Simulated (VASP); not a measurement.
# Cu (Cmme) in VASP: notebook

The runs below take Cu through single point, with PBEsol.

Program: VASP 6.6.1. These are calculated values, not measurements. Logs are shortened: lines on timing, memory, paths and dates and some standing lists are left out, and cuts for length are marked.

**1. The cell of the first run**

Symmetry: Cmme, No. 67, orthorhombic system. The conventional cell has a = 2.720 Å, b = 4.087 Å, c = 4.087 Å, α = 90.00°, β = 90.00°, γ = 90.00°. Cu (site symmetry mm2) has 14 Cu at 2.36 to 2.98 Å within 3.1 Å.

**2. Single point, PBEsol (atoms displaced along a vibrational mode)**

INCAR

```
SYSTEM = Cu
ALGO = Fast
EDIFF = 1E-6
ENCUT = 520
GGA = PS
ISIF = 2
ISMEAR = 0
LASPH = .True.
LCHARG = .True.
LELF = .True.
LREAL = .False.
LVHAR = .True.
LWAVE = .False.
NBANDS = 18
NELM = 80
PREC = Accurate
SIGMA = 0.15
```

KPOINTS

```
k-points
0
Gamma
  26 26 14
  0 0 0
```

POSCAR

```
Cu
1.0
   -1.4450917219      1.4450917219      1.3600072129
    1.4450917219     -1.4450917219      1.3600072129
    2.8901834438      2.8901834438      0.0000000000
Cu
2
Direct
    0.0000000000      0.0000000000     -0.0146794858
    0.5000000000      0.5000000000      0.5146794858
```

Potentials or basis: VASP PAW PBE potentials, release 64 (Cu).

Command:

```console
$ cat potpaw_PBE.64/Cu/POTCAR > POTCAR
$ mpirun -np 1 vasp_std > vasp.out
```

OUTCAR:

```text
SYSTEM = Cu
   EDIFF = 1E-6
   ENCUT = 520
   GGA = PS
   ISIF = 2
   ISMEAR = 0
   LASPH = .True.
   LREAL = .False.
   NELM = 80
   PREC = Accurate

 ion  position               nearest neighbor table
   1  0.000  0.000  0.985-   2 2.36   2 2.36   2 2.56   2 2.56
   2  0.500  0.500  0.515-   1 2.36   1 2.36   1 2.56   1 2.56

  LATTYP: Found a base centered orthorhombic cell.
 ALAT       =     2.7200144258
 B/A-ratio  =     1.5026893186
 C/A-ratio  =     1.5026893186

  Lattice vectors:

 A1 = (  -1.4450917219,   1.4450917219,   1.3600072129)
 A2 = (   1.4450917219,  -1.4450917219,   1.3600072129)
 A3 = (   2.8901834438,   2.8901834438,   0.0000000000)

Analysis of symmetry for initial positions (statically):
=====================================================================
 Subroutine PRICEL returns:
 Original cell was already a primitive cell.

 Routine SETGRP: Setting up the symmetry group for a
 base centered orthorhombic supercell.

 Subroutine GETGRP returns: Found  8 space group operations
 (whereof  4 operations were pure point group operations)
 out of a pool of  8 trial point group operations.

The static configuration has the point symmetry C_2v.
 The point group associated with its full space group is D_2h.

Analysis of symmetry for dynamics (positions and initial velocities):
=====================================================================
 Subroutine PRICEL returns:
 Original cell was already a primitive cell.

 Routine SETGRP: Setting up the symmetry group for a
 base centered orthorhombic supercell.

 Subroutine GETGRP returns: Found  8 space group operations
 (whereof  4 operations were pure point group operations)
 out of a pool of  8 trial point group operations.

The dynamic configuration has the point symmetry C_2v.
 The point group associated with its full space group is D_2h.

 Subroutine INISYM returns: Found  8 space group operations
 (whereof  4 operations are pure point group operations),
 and found     1 'primitive' translations

----------------------------------------------------------------------------------------

                                     Primitive cell

  volume of cell :      22.7207

  direct lattice vectors                    reciprocal lattice vectors
    -1.445091722  1.445091722  1.360007213    -0.172999399  0.172999399  0.367645109
     1.445091722 -1.445091722  1.360007213     0.172999399 -0.172999399  0.367645109
     2.890183444  2.890183444  0.000000000     0.172999399  0.172999399  0.000000000

  length of vectors
     2.454831927  2.454831927  4.087336624     0.441611266  0.441611266  0.244658097

  position of ions in fractional coordinates (direct lattice)
     0.000000000  0.000000000  0.985320514
     0.500000000  0.500000000  0.514679486

  ion indices of the primitive-cell ions
   primitive index   ion index
                 1           1
                 2           2

----------------------------------------------------------------------------------------

 KPOINTS: k-points

Automatic generation of k-mesh.
 Grid dimensions read from file:
 generate k-points for:   26   26   14

 Generating k-lattice:

  Cartesian coordinates                     Fractional coordinates (reciprocal lattice)
    -0.006653823  0.006653823  0.014140196     0.038461538  0.000000000  0.000000000
     0.006653823 -0.006653823  0.014140196     0.000000000  0.038461538  0.000000000
     0.012357100  0.012357100  0.000000000     0.000000000  0.000000000  0.071428571

  Length of vectors
     0.016985049  0.016985049  0.017475578

  Shift w.r.t. Gamma in fractional coordinates (k-lattice)
     0.000000000  0.000000000  0.000000000

 Subroutine IBZKPT returns following result:
 ===========================================

 Found   1464 irreducible k-points:

 Following reciprocal coordinates:
            Coordinates               Weight
  0.000000  0.000000  0.000000      1.000000
  0.038462 -0.000000  0.000000      4.000000
  0.076923 -0.000000  0.000000      4.000000
  0.115385 -0.000000  0.000000      4.000000
  0.153846 -0.000000  0.000000      4.000000
  0.192308 -0.000000  0.000000      4.000000
[... 16 lines left out ...]
  0.346154  0.038462  0.000000      4.000000
  0.384615  0.038462  0.000000      4.000000
 [... further k-points ...]
   k-points           NKPTS =   1464   k-points in BZ     NKDIM =   1464   number of bands    NBANDS=     18
   number of dos      NEDOS =    301   number of ions     NIONS =      2
   total plane-waves  NPLWV =   9720
   dimension x,y,z NGX =    18 NGY =   18 NGZ =   30
   dimension x,y,z NGXF=    36 NGYF=   36 NGZF=   60
   ions per type =               2
   NGX,Y,Z   is equivalent  to a cutoff of  12.19, 12.19, 12.20 a.u.
   NGXF,Y,Z  is equivalent  to a cutoff of  24.38, 24.38, 24.40 a.u.
 SYSTEM =  Cu
   PREC   = accura    normal or accurate (medium, high low for compatibility)
   ISTART =      0    job   : 0-new  1-cont  2-samecut
   ICHARG =      2    charge: 1-file 2-atom 10-const
   ISPIN  =      1    spin polarized calculation?
   LNONCOLLINEAR =      F non collinear calculations
   LSORBIT =      F    spin-orbit coupling
   LASPH  =      T    aspherical Exc in radial PAW
   ENCUT  =  520.0 eV  38.22 Ry    6.18 a.u.   4.56  4.56  7.60*2*pi/ulx,y,z
   NELM   =     80;   NELMIN=  2; NELMDL= -5     # of ELM steps
   EDIFF  = 0.1E-05   stopping-criterion for ELM
   LREAL  =      F    real-space projection
[... 7 lines left out ...]
   TEBEG  =    0.0;   TEEND  =   0.0 temperature during run
   PSTRESS=    0.0 pullay stress
   NELECT =      22.0000    total number of electrons
   NUPDOWN=      -1.0000    fix difference up-down
   EMIN   =  10.00;   EMAX   =-10.00  energy-range for DOS
   EFERMI =   0.00;   METHOD = LEGACY
   ISMEAR =     0;   SIGMA  =   0.15  broadening in eV -4-tet -1-fermi 0-gaus
   EFERMI_NEDOS =   21; number of points for ismear=-14 and -15
   IALGO  =     68    algorithm
   IMIX   =      4    mixing-type and parameters
     AMIX     =   0.40;   BMIX     =  1.00
     AMIX_MAG =   1.60;   BMIX_MAG =  1.00
  volume/ion in A,a.u.               =      11.36        76.66
  Fermi-wavevector in a.u.,A,eV,Ry     =   1.619602  3.060605 35.689600  2.623112
  Thomas-Fermi vector in A             =   2.713677
   LORBIT       =      0    0 simple, 1 ext, 2 COOP (PROOUT), +10 PAW based schemes
   GGA     = PS    functional components
   LHFCALC =     F    Hartree Fock is set to
   AEXX    =    0.0000 exact exchange contribution
   IVDW    =     0    specifies the selected vdW correction
   LEPSILON=     F    determine dielectric tensor
   LRPA    =     F    only Hartree local field effects (RPA)
 non-spin polarized calculation
 RMM-DIIS sequential band-by-band and
 Gauss-broadening in eV      SIGMA  =   0.15
  energy-cutoff  :      520.00
  volume of cell :       22.72
 maximum number of plane-waves:       632
   NGX =  9   NGY =  9   NGZ = 15

 number of electron      21.9999982 magnetization

 Free energy of the ion-electron system (eV)
  ---------------------------------------------------
  ext. energy  EPLUGINS =         0.00000000
  ---------------------------------------------------
  free energy    TOTEN  =        -8.48513274 eV

  energy without entropy =       -8.47739390  energy(sigma->0) =       -8.48126332

 E-fermi :   7.8911     XC(G=0): -13.1291

 val. band max:        7.8858898961   @ k =   0.5000   0.2308   0.0000
 cond. band min:       7.8915522402   @ k =  -0.3077   0.3077   0.3571
 fundamental gap:      0.0056623442
 Fermi energy:         7.8910624464

 k-point     1 :       0.0000    0.0000    0.0000
  band No.  band energies     occupation
      1      -1.8048      2.00000
      2       2.5560      2.00000
      3       4.0932      2.00000
      4       4.4860      2.00000
      5       4.7088      2.00000
      6       4.7639      2.00000
[... 10 lines left out ...]
     17      32.6425      0.00000
     18      32.7408      0.00000

 k-point     2 :       0.0385   -0.0000    0.0000
  band No.  band energies     occupation
      1      -1.7588      2.00000
      2       2.5838      2.00000
      3       4.0944      2.00000
      4       4.4925      2.00000
      5       4.7042      2.00000
      6       4.7675      2.00000
[... 10 lines left out ...]
     17      32.4057      0.00000
     18      32.7181      0.00000

 k-point     3 :       0.0769   -0.0000    0.0000
  band No.  band energies     occupation
      1      -1.6213      2.00000
      2       2.6656      2.00000
      3       4.0962      2.00000
      4       4.5038      2.00000
      5       4.6902      2.00000
      6       4.7856      2.00000
[... 10 lines left out ...]
     17      32.0222      0.00000
     18      32.2359      0.00000

 k-point     4 :       0.1154   -0.0000    0.0000
  band No.  band energies     occupation
      1      -1.3942      2.00000
      2       2.7962      2.00000
      3       4.0944      2.00000
      4       4.5005      2.00000
      5       4.6661      2.00000
      6       4.8373      2.00000
[... 375 lines left out ...]
      4       4.1063      2.00000
      5       4.3176      2.00000
      6       4.4344      2.00000
[... 10 lines left out ...]
     17      23.4310      0.00000
     18      28.7468      0.00000

 k-point    23 :       0.3462    0.0385    0.0000
  band No.  band energies     occupation
      1       1.7143      2.00000
      2       3.5299      2.00000
      3       4.0164      2.00000
      4       4.1369      2.00000
      5       4.3005      2.00000
      6       4.4199      2.00000
[... 10 lines left out ...]
     17      23.3069      0.00000
     18      28.1231      0.00000

 k-point    24 :       0.3846    0.0385    0.0000
  band No.  band energies     occupation
      1       2.2421      2.00000
      2       3.4602      2.00000
      3       3.9621      2.00000
      4       4.1133      2.00000
      5       4.3153      2.00000
      6       4.4427      2.00000
[... 10 lines left out ...]
     17      23.2661      0.00000
     18      27.6040      0.00000

 [... further k-points ...]

------------------------ aborting loop because EDIFF is reached ----------------------------------------

  FORCE on cell =-STRESS in cart. coord.  units (eV):
  Direction    XX          YY          ZZ          XY          YZ          ZX
  --------------------------------------------------------------------------------------
  -------------------------------------------------------------------------------------
  Total        0.3345156      0.3345156      0.4010756      0.1612886      0.0000000      0.0000000
  in kB       23.5887505     23.5887505     28.2823040     11.3734481      0.0000000      0.0000000
  external PRESSURE =      25.1532683 kB  Pullay stress =       0.0000000 kB

 VOLUME and BASIS-vectors are now :
 -----------------------------------------------------------------------------
  energy-cutoff  :      520.00
  volume of cell :       22.72
      direct lattice vectors                 reciprocal lattice vectors
    -1.445091722  1.445091722  1.360007213    -0.172999399  0.172999399  0.367645109
     1.445091722 -1.445091722  1.360007213     0.172999399 -0.172999399  0.367645109
     2.890183444  2.890183444  0.000000000     0.172999399  0.172999399  0.000000000

 POSITION                                       TOTAL-FORCE (eV/Angst)
 -----------------------------------------------------------------------------------
      2.84776      2.84776      0.00000         0.711014      0.711014     -0.000000
      1.48752      1.48752      1.36001        -0.711014     -0.711014      0.000000
 -----------------------------------------------------------------------------------
    total drift:                               -0.000000     -0.000000      0.000000

  FREE ENERGIE OF THE ION-ELECTRON SYSTEM (eV)
  ---------------------------------------------------
  free  energy   TOTEN  =        -8.4851327408 eV

  energy  without entropy=       -8.4773938966  energy(sigma->0) =       -8.48126332
```

Run time: 4.5 min. Hardware: 1 thread of Oxide Virtual Turin-like, shared host; peak memory 0.51 GiB.

Results:

```yaml
Free_energy: -8.4851 eV
Pressure: 2.5 GPa
Largest_force: 1.006 eV/Å
Band_gap_on_the_k_mesh: zero (bands 11 and 12 overlap by 6.43 eV)
```

Forces in eV/Å, atoms in the order of the input:
```
Cu   0.711  0.711  0.000
Cu  -0.711 -0.711  0.000
```

Caveat: the cell differs from its parent crystal (atoms displaced along a vibrational mode); the PAW data sets were made with another functional, which shifts forces and pressure a little.

**3. Single point, PBEsol (atoms displaced along a vibrational mode)**

INCAR

```
SYSTEM = Cu
ALGO = Fast
EDIFF = 1E-6
ENCUT = 520
GGA = PS
ISIF = 2
ISMEAR = 0
LASPH = .True.
LCHARG = .False.
LREAL = .False.
LWAVE = .False.
NBANDS = 18
NELM = 100
PREC = Accurate
SIGMA = 0.15
```

KPOINTS is that of step 2.

POSCAR

```
Cu
1.0
   -1.4450917219      1.4450917219      1.3600072129
    1.4450917219     -1.4450917219      1.3600072129
    2.8901834438      2.8901834438      0.0000000000
Cu
2
Direct
    0.0000000000      0.0000000000      0.0110096144
    0.5000000000      0.5000000000      0.4889903856
```

Potentials or basis: VASP PAW PBE potentials, release 64 (Cu).

Command:

```console
$ cat potpaw_PBE.64/Cu/POTCAR > POTCAR
$ mpirun -np 1 vasp_std > vasp.out
```

Wall time 11 min (1 thread of Oxide Virtual Turin-like, shared host); peak memory 0.51 GiB.

Results (log left out):

```
Free energy            : -8.5114 eV
Pressure               : 1.5 GPa
Largest force          : 0.746 eV/Å
Band gap on the k mesh : zero (bands 11 and 12 overlap by 6.46 eV)
```

Forces in eV/Å, atoms in the order of the input:
```
Cu  -0.528 -0.528  0.000
Cu   0.528  0.528  0.000
```

Stress tensor (GPa, compression positive):
```
1.44 0.67 0.00
0.67 1.44 0.00
0.00 0.00 1.71
```

Levels at points of the mesh, in eV from the Fermi level:
| k point | band 9 | band 10 | band 11 | band 12 | band 13 | band 14 |
| --- | --- | --- | --- | --- | --- | --- |
| (0.00, 0.00, 0.00) | -2.11 | -2.03 | -1.39 | -0.99 | 4.08 | 18.90 |
| (0.50, 0.00, 0.00) | -1.80 | -1.80 | 0.48 | 0.48 | 8.83 | 8.83 |
| (0.50, 0.50, 0.00) | -1.51 | -1.40 | -1.02 | 4.12 | 7.59 | 7.60 |
| (0.00, 0.00, 0.50) | -2.47 | -2.14 | -2.10 | -2.06 | 12.49 | 13.63 |
| (0.50, 0.00, 0.50) | -1.38 | -1.38 | -0.53 | -0.53 | 4.79 | 4.79 |
| (0.50, 0.50, 0.50) | -1.52 | -1.46 | 2.65 | 3.24 | 4.85 | 4.94 |

Caveat: the cell differs from its parent crystal (atoms displaced along a vibrational mode); the PAW data sets were made with another functional, which shifts forces and pressure a little.

**4. Single point, PBEsol (atoms displaced along a vibrational mode)**

INCAR

```
PREC = Accurate ; ENCUT = 520
EDIFF = 1E-7 ; ISMEAR = 0
SIGMA = 0.15 ; LREAL = False
LASPH = True ; NELM = 80
ALGO = Fast ; ISIF = 2
LWAVE = False ; LCHARG = True
GGA = PS ; LELF = True
LVHAR = True ; NBANDS = 18
```

KPOINTS

```
regular mesh
0
Gamma
  26 26 14
```

POSCAR

```
Cu
1.0
   -1.4450917219      1.4450917219      1.3600072129
    1.4450917219     -1.4450917219      1.3600072129
    2.8901834438      2.8901834438      0.0000000000
Cu
2
Direct
    0.0000000000      0.0000000000      0.0036698715
    0.5000000000      0.5000000000      0.4963301285
```

Potentials or basis: VASP PAW PBE potentials, release 64 (Cu).

Command:

```console
$ cat potpaw_PBE.64/Cu/POTCAR > POTCAR
$ mpirun -np 1 vasp_std > vasp.out
```

OUTCAR:

```text
PREC = Accurate
   ENCUT = 520
   EDIFF = 1E-7
   ISMEAR = 0
   LREAL = False
   LASPH = True
   NELM = 80
   ISIF = 2
   GGA = PS

 ion  position               nearest neighbor table
   1  0.000  0.000  0.004-   2 2.43   2 2.43   2 2.48   2 2.48
   2  0.500  0.500  0.496-   1 2.43   1 2.43   1 2.48   1 2.48

  LATTYP: Found a base centered orthorhombic cell.
 ALAT       =     2.7200144258
 B/A-ratio  =     1.5026893186
 C/A-ratio  =     1.5026893186

  Lattice vectors:

 A1 = (  -1.4450917219,   1.4450917219,   1.3600072129)
 A2 = (   1.4450917219,  -1.4450917219,   1.3600072129)
 A3 = (   2.8901834438,   2.8901834438,   0.0000000000)

Analysis of symmetry for initial positions (statically):
=====================================================================
 Subroutine PRICEL returns:
 Original cell was already a primitive cell.

 Routine SETGRP: Setting up the symmetry group for a
 base centered orthorhombic supercell.

 Subroutine GETGRP returns: Found  8 space group operations
 (whereof  4 operations were pure point group operations)
[... 163 lines left out ...]
  free energy    TOTEN  =        -8.54093935 eV

  energy without entropy =       -8.53320916  energy(sigma->0) =       -8.53707425

 E-fermi :   7.8842     XC(G=0): -13.1366

 val. band max:        7.8835109119   @ k =   0.5000   0.2692   0.0714
 cond. band min:       7.8846436787   @ k =   0.5000   0.2308   0.0000
 fundamental gap:      0.0011327667
 Fermi energy:         7.8842113109

 k-point     1 :       0.0000    0.0000    0.0000
  band No.  band energies     occupation
      1      -1.7945      2.00000
      2       2.5847      2.00000
      3       4.1191      2.00000
      4       4.4992      2.00000
      5       4.7553      2.00000
      6       4.7576      2.00000
[... 481 lines left out ...]
      5       4.3295      2.00000
      6       4.3851      2.00000
[... 10 lines left out ...]
     17      23.2576      0.00000
     18      27.6055      0.00000

 [... further k-points ...]

------------------------ aborting loop because EDIFF is reached ----------------------------------------

  FORCE on cell =-STRESS in cart. coord.  units (eV):
  Direction    XX          YY          ZZ          XY          YZ          ZX
  --------------------------------------------------------------------------------------
  -------------------------------------------------------------------------------------
  Total        0.1049467      0.1049467      0.1137499      0.0195464      0.0000000      0.0000000
  in kB        7.4004364      7.4004364      8.0212058      1.3783398      0.0000000      0.0000000
  external PRESSURE =       7.6073595 kB  Pullay stress =       0.0000000 kB

 VOLUME and BASIS-vectors are now :
 -----------------------------------------------------------------------------
  energy-cutoff  :      520.00
  volume of cell :       22.72
      direct lattice vectors                 reciprocal lattice vectors
    -1.445091722  1.445091722  1.360007213    -0.172999399  0.172999399  0.367645109
     1.445091722 -1.445091722  1.360007213     0.172999399 -0.172999399  0.367645109
     2.890183444  2.890183444  0.000000000     0.172999399  0.172999399  0.000000000

 POSITION                                       TOTAL-FORCE (eV/Angst)
 -----------------------------------------------------------------------------------
      0.01061      0.01061      0.00000        -0.172809     -0.172809      0.000000
      1.43449      1.43449      1.36001         0.172809      0.172809      0.000000
 -----------------------------------------------------------------------------------
    total drift:                               -0.000000     -0.000000      0.000000

  FREE ENERGIE OF THE ION-ELECTRON SYSTEM (eV)
  ---------------------------------------------------
  free  energy   TOTEN  =        -8.5409393474 eV

  energy  without entropy=       -8.5332091554  energy(sigma->0) =       -8.53707425
```

Run time: 13 min. Hardware: 1 thread of Oxide Virtual Turin-like, shared host; peak memory 0.51 GiB.

Results:

```
Free energy            : -8.5409 eV
Pressure               : 0.8 GPa
Largest force          : 0.244 eV/Å
Band gap on the k mesh : zero (bands 11 and 12 overlap by 6.59 eV)
```

Forces in eV/Å, atoms in the order of the input:
```
Cu  -0.173 -0.173  0.000
Cu   0.173  0.173  0.000
```

Stress tensor (GPa, compression positive):
```
0.74 0.14 0.00
0.14 0.74 0.00
0.00 0.00 0.80
```

Caveat: the cell differs from its parent crystal (atoms displaced along a vibrational mode); the PAW data sets were made with another functional, which shifts forces and pressure a little.

**5. Summary**

```tsv
cell	further INCAR settings	gap on the mesh (eV)	pressure (GPa)	largest force (eV/Å)
as given, atomic positions A	ALGO = Fast; EDIFF = 1e-06; NBANDS = 18	none	2.5	1.01
as given, atomic positions B	ALGO = Fast; EDIFF = 1e-06; NBANDS = 18	none	1.5	0.75
as given, atomic positions C	ALGO = Fast; EDIFF = 1e-07; NBANDS = 18	none	0.8	0.24
```

Alike in all rows: task single point; level PBEsol; potentials or basis VASP PAW PBE potentials, release 64 (Cu); no spin polarisation; k mesh 26 × 26 × 14; cutoff (eV) 520; smearing gaussian 0.15 eV.

Caveats: the PAW data sets were made with another functional, which shifts forces and pressure a little.

Absolute energies hang on the potentials; compare differences alone.
